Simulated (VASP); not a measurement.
# HfO2 (P-3m1) in VASP: a series of runs, part 2 of 2

VASP 6.6.1. Earlier steps stand in the parts before.

### Step 4. Relaxation of cell and atoms, PBE+D3(BJ)

Input file INCAR:

```
PREC = Accurate ; ENCUT = 600
EDIFF = 1E-7 ; ISMEAR = 0
SIGMA = 0.1 ; LREAL = F
LASPH = T ; NELM = 60
ALGO = Normal ; ISIF = 3
LWAVE = F ; LCHARG = F
GGA = PE ; IVDW = 12
IBRION = 2 ; NSW = 80
EDIFFG = -0.05
```

Input file KPOINTS:

```
Automatic mesh
0
Gamma
  6 6 4
```

Input file POSCAR:

```
HfO2
1.0
    3.1078040511      0.0000000000      0.0000000000
   -1.5539020255      2.6914372582      0.0000000000
    0.0000000000      0.0000000000      4.9733545608
Hf O
1 2
Direct
    0.0000000000      0.0000000000      0.0000000000
    0.6666666667      0.3333333333      0.7476059866
    0.3333333333      0.6666666667      0.2523940134
```

Potentials or basis: VASP PAW PBE potentials, release 64 (Hf_pv, O).

On the command line:

```bash
$ cat potpaw_PBE.64/Hf_pv/POTCAR potpaw_PBE.64/O/POTCAR > POTCAR
$ mpirun -np 1 vasp_std > vasp.out
```

OUTCAR:

```text
PREC = Accurate
   ENCUT = 600
   EDIFF = 1E-7
   ISMEAR = 0
   LREAL = F
   LASPH = T
   NELM = 60
   ISIF = 3
   GGA = PE
   IVDW = 12
   IBRION = 2
   NSW = 80
   EDIFFG = -0.05
 IVDW          = 12

 ion  position               nearest neighbor table
   1  0.000  0.000  0.000-   2 2.19   3 2.19   3 2.19   2 2.19   2 2.19   3 2.19
   2  0.667  0.333  0.748-   1 2.19   1 2.19   1 2.19
   3  0.333  0.667  0.252-   1 2.19   1 2.19   1 2.19

  LATTYP: Found a hexagonal cell.
 ALAT       =     3.1078040511
 C/A-ratio  =     1.6002793223

  Lattice vectors:

 A1 = (   3.1078040511,   0.0000000000,   0.0000000000)
 A2 = (  -1.5539020255,   2.6914372582,   0.0000000000)
 A3 = (   0.0000000000,   0.0000000000,   4.9733545608)

Analysis of symmetry for initial positions (statically):
=====================================================================
 Subroutine PRICEL returns:
 Original cell was already a primitive cell.

 Routine SETGRP: Setting up the symmetry group for a
 hexagonal supercell.

 Subroutine GETGRP returns: Found 12 space group operations
 (whereof 12 operations were pure point group operations)
 out of a pool of 24 trial point group operations.

The static configuration has the point symmetry D_3d.

Analysis of symmetry for dynamics (positions and initial velocities):
=====================================================================
 Subroutine PRICEL returns:
 Original cell was already a primitive cell.

 Routine SETGRP: Setting up the symmetry group for a
 hexagonal supercell.

 Subroutine GETGRP returns: Found 12 space group operations
 (whereof 12 operations were pure point group operations)
 out of a pool of 24 trial point group operations.

The dynamic configuration has the point symmetry D_3d.

 Subroutine INISYM returns: Found 12 space group operations
 (whereof 12 operations are pure point group operations),
 and found     1 'primitive' translations

----------------------------------------------------------------------------------------

[... 130 lines left out ...]
 NGX is ok and might be reduce to    28
   NGX = 13   NGY = 13   NGZ = 19

--------------------------------------- Ionic step        1  -------------------------------------------

 number of electron      21.9999998 magnetization

 Free energy of the ion-electron system (eV)
  ---------------------------------------------------
  ext. energy  EPLUGINS =         0.00000000
  ---------------------------------------------------
  free energy    TOTEN  =       -28.65702635 eV

  energy without entropy =      -28.65702635  energy(sigma->0) =      -28.65702635

------------------------ aborting loop because EDIFF is reached ----------------------------------------

 Edisp (eV)   -0.55815

 E8    (eV) :    -0.2433
[... 108 lines left out ...]
  FREE ENERGIE OF THE ION-ELECTRON SYSTEM (eV)
  ---------------------------------------------------
  free  energy   TOTEN  =       -30.1590861642 eV

  energy  without entropy=      -30.1590861642  energy(sigma->0) =      -30.15908616

[... ionic steps 4 to 14 ...]

--------------------------------------- Ionic step       15  -------------------------------------------

 number of electron      21.9999999 magnetization

------------------------ aborting loop because EDIFF is reached ----------------------------------------
[... 36 lines left out ...]
--------------------------------------- Ionic step       16  -------------------------------------------

 number of electron      22.0000000 magnetization

 E-fermi :   1.5027     XC(G=0): -10.2296

 val. band max:        1.0085636220   @ k =   0.1667   0.0000   0.0000
 cond. band min:       5.5400286135   @ k =   0.3333   0.3333   0.0000
 fundamental gap:      4.5314649915
 Fermi energy:         1.5026966490

 k-point     1 :       0.0000    0.0000    0.0000
  band No.  band energies     occupation
      1     -28.0985      2.00000
      2     -27.6087      2.00000
      3     -27.6087      2.00000
      4     -16.3115      2.00000
      5     -14.2201      2.00000
      6      -2.8018      2.00000
      7      -2.7555      2.00000
      8      -2.7555      2.00000
      9       0.7004      2.00000
     10       0.7004      2.00000
     11       0.9529      2.00000
     12       6.1741      0.00000
     13       6.1741      0.00000
     14       6.2558      0.00000
[... 453 lines left out ...]
--------------------------------------- Ionic step       17  -------------------------------------------

 number of electron      22.0000000 magnetization

 Free energy of the ion-electron system (eV)
  ---------------------------------------------------
  ext. energy  EPLUGINS =         0.00000000
  ---------------------------------------------------
  free energy    TOTEN  =       -29.79930852 eV

  energy without entropy =      -29.79930852  energy(sigma->0) =      -29.79930852

 E-fermi :   1.3791     XC(G=0): -10.1584

 val. band max:        0.8987570664   @ k =   0.1667   0.0000   0.0000
 cond. band min:       5.4863456418   @ k =   0.5000   0.0000   0.0000
 fundamental gap:      4.5875885754
 Fermi energy:         1.3791257207

 k-point     1 :       0.0000    0.0000    0.0000
  band No.  band energies     occupation
      1     -28.2073      2.00000
      2     -27.7209      2.00000
      3     -27.7209      2.00000
      4     -16.3830      2.00000
      5     -14.3288      2.00000
      6      -2.8728      2.00000
      7      -2.8172      2.00000
      8      -2.8172      2.00000
      9       0.5973      2.00000
     10       0.5973      2.00000
     11       0.8294      2.00000
     12       6.0587      0.00000
     13       6.0587      0.00000
     14       6.1634      0.00000
[... 447 lines left out ...]
  FREE ENERGIE OF THE ION-ELECTRON SYSTEM (eV)
  ---------------------------------------------------
  free  energy   TOTEN  =       -30.3536556040 eV

  energy  without entropy=      -30.3536556040  energy(sigma->0) =      -30.35365560

 reached required accuracy - stopping structural energy minimisation
```

CONTCAR:

```text
HfO2
   1.00000000000000
     3.2282049617320023    0.0000000000021684    0.0000000000000001
    -1.6141024808121867    2.7957075054408209   -0.0000000000000001
     0.0000000000000002   -0.0000000000000000    4.6297124185500023
  Hf              O
     1     2
Direct
     0.0000000000000000    0.0000000000000000    0.0000000000000000
     0.6666666667000030    0.3333333332999970    0.7915653111075722
     0.3333333332999970    0.6666666667000030    0.2084346888924278

  0.00000000E+00  0.00000000E+00  0.00000000E+00
  0.00000000E+00  0.00000000E+00  0.00000000E+00
  0.00000000E+00  0.00000000E+00  0.00000000E+00
```

Run time: 5.7 min. Hardware: 1 thread of Intel Xeon 8259CL, shared host; peak memory 0.2 GiB.

What came out:

```yaml
Free_energy: -30.3537 eV
Relaxed_volume: 13.93 Å³/atom
Relaxed_cell: a = 3.228 Å, b = 3.228 Å, c = 4.630 Å, α = 90.00°, β = 90.00°, γ = 120.00°
Space_group_after_relaxing_to_0.1_Å: P-3m1 (No. 164)
Energy_gained_by_relaxing: 379.5 meV/atom
Ionic_steps: 17
Pressure_after_relaxing: -0.2 GPa
Band_gap_on_the_k_mesh: 4.59 eV (least direct gap 5.02 eV)
Dispersion_energy_per_atom: -0.185 eV
```

Forces in eV/Å, atoms in the order of the input:
```
Hf   0.000  0.000  0.000
O    0.000  0.000  0.003
O    0.000  0.000 -0.003
```

Step by step:
| step | energy change (eV) | largest force (eV/Å) | pressure (GPa) | volume (Å³) |
| --- | --- | --- | --- | --- |
| 1 | 0.0000 | 3.9183 | -12.55 | 41.60 |
| 2 | -0.6091 | 2.4515 | 36.49 | 35.08 |
| 3 | -0.9439 | 0.3993 | 11.94 | 37.49 |
| 4 | -0.9462 | 0.1884 | 13.61 | 37.30 |
| 5 | -1.0218 | 0.5430 | -10.11 | 41.40 |
| 6 | -1.1156 | 0.4313 | -1.23 | 39.60 |
| 7 | -1.1156 | 0.4277 | -0.97 | 39.55 |
| 8 | -1.1237 | 0.0062 | 1.29 | 39.49 |
| 9 | -1.1238 | 0.0444 | 1.08 | 39.50 |
| 10 | -1.1275 | 0.0444 | 0.19 | 39.90 |
| 11 | -1.1299 | 0.0456 | -1.11 | 40.54 |
| 12 | -1.1320 | 0.0064 | -0.69 | 40.63 |
| 13 | -1.1347 | 0.0665 | 0.06 | 40.79 |
| 14 | -1.1354 | 0.2152 | 1.63 | 41.11 |
| 15 | -1.1359 | 0.1625 | 1.05 | 41.00 |
| 16 | -1.1377 | 0.0946 | 0.51 | 41.32 |
| 17 | -1.1385 | 0.0029 | -0.25 | 41.78 |

Final structure:
```cif
data_structure
_symmetry_space_group_name_H-M 'P 1'
_symmetry_Int_Tables_number 1
_cell_length_a 3.2282
_cell_length_b 3.2282
_cell_length_c 4.6297
_cell_angle_alpha 90.000
_cell_angle_beta 90.000
_cell_angle_gamma 120.000
_cell_volume 41.78
loop_
_atom_site_label
_atom_site_type_symbol
_atom_site_fract_x
_atom_site_fract_y
_atom_site_fract_z
_atom_site_occupancy
Hf1 Hf 0.00000 0.00000 0.00000 1
O1 O 0.66667 0.33333 0.79157 1
O2 O 0.33333 0.66667 0.20843 1
```

Caveat: spin-orbit coupling is left out, which moves the levels of the heavy elements. A k mesh can miss the band edges.

### Step 5. The runs side by side

```tsv
task	cell	cutoff (eV)	gap on the mesh (eV)	pressure (GPa)	largest force (eV/Å)
single point	a = 3.108, b = 3.108, c = 4.973 Å, angles 90.0, 90.0, 120.0°, 3 atoms, atomic positions A	520	2.95	-12.4	3.92
single point	a = 3.240, b = 3.240, c = 4.668 Å, angles 90.0, 90.0, 120.0°, 3 atoms, atomic positions B	520	4.54	-2.6	0.21
relaxation of cell and atoms	relaxed from a = 3.108, b = 3.108, c = 4.973 Å, angles 90.0, 90.0, 120.0°, 3 atoms, atomic positions A	600	4.59	-0.2	-
```

Alike in all rows: level PBE+D3(BJ); potentials or basis VASP PAW PBE potentials, release 64 (Hf_pv, O); no spin polarisation; k mesh 6 × 6 × 4; smearing gaussian 0.1 eV.

Caveats: spin-orbit coupling is left out, which moves the levels of the heavy elements; the cell stands under tension (at least some runs); forces of over 1 eV/Å act on the atoms, so gaps and moduli don't describe the material at rest (at least some runs).

Total energies depend on the potentials used, so only differences within one code and one set of settings carry meaning.
